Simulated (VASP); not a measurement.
Here is a VASP 6.6.1 calculation.

The input INCAR:

```
PREC = Accurate ; ENCUT = 520
EDIFF = 1E-6 ; ISMEAR = -1
SIGMA = 0.05 ; LREAL = False
LASPH = True ; NELM = 80
ALGO = Normal ; ISIF = 2
LWAVE = False ; LCHARG = True
GGA = PE ; LELF = True
LVHAR = True ; NBANDS = 17
```

The input KPOINTS:

```
regular mesh
0
Gamma
  11 11 6
```

File POSCAR:

```
Ba
1.0
    4.4688438512      0.0000000000      0.0000000000
   -2.2344219256      3.8701323007      0.0000000000
    0.0000000000      0.0000000000      7.3410155688
Ba
2
Direct
    0.3333333333      0.6666666667      0.2500000000
    0.6666666667      0.3333333333      0.7500000000
```

Potentials or basis: VASP PAW PBE potentials, release 64 (Ba_sv).

The run is started by

```sh
$ cat potpaw_PBE.64/Ba_sv/POTCAR > POTCAR
$ mpirun -np 1 vasp_std > vasp.out
```

(1) What does it give for the band gap on the k mesh?

(2) Estimate the pressure.

Results:

(1) zero (band 10 reaches 1.79 eV, above the bottom of band 11 at 1.47 eV).

(2) 0.0 GPa.

Caveat: spin-orbit coupling is left out, which moves the levels of the heavy elements.
